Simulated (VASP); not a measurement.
Set up this calculation in VASP 6.6.1, as the native input.

- Task: single point
- Functional: PBE
- Potentials or basis: VASP PAW PBE potentials, release 64 (Hf_pv, N)
- Cutoff: 520 eV
- k mesh: 9 × 9 × 9
- Occupations: fermi-dirac, width 0.05 eV
- Spin: no spin polarisation
- Dipole correction: no
- Further INCAR settings: ALGO = Normal; EDIFF = 1e-07; NBANDS = 14

The structure of HfN lies in POSCAR:

```
HfN
1.0
    2.8622057106      0.0000000000      0.0000000000
    0.0000000000      2.8622057106      0.0000000000
    0.0000000000      0.0000000000      2.8622057106
Hf N
1 1
Direct
    0.5000000000      0.5000000000      0.5000000000
    0.0000000000      0.0000000000      0.0000000000
```

These files were run (other wordings do the same):

INCAR

```
SYSTEM = HfN
PREC = Accurate
ENCUT = 520
EDIFF = 1E-7
ISMEAR = -1
SIGMA = 0.05
LREAL = .FALSE.
LASPH = .TRUE.
NELM = 100
ALGO = Normal
ISIF = 2
LWAVE = .FALSE.
LCHARG = .FALSE.
GGA = PE
NBANDS = 14
```

KPOINTS

```
regular mesh
0
G
  9 9 9
  0 0 0
```

Potentials or basis: VASP PAW PBE potentials, release 64 (Hf_pv, N).

The run is started by

```bash
$ cat potpaw_PBE.64/Hf_pv/POTCAR potpaw_PBE.64/N/POTCAR > POTCAR
$ mpirun -np 1 vasp_std > vasp.out
```

It gave:

* Pressure: -10.7 GPa

Wall time 4.8 s on 1 thread of Intel(R) Xeon(R) 6975P-C (Granite Rapids) (shared host), peak memory 0.14 GiB.
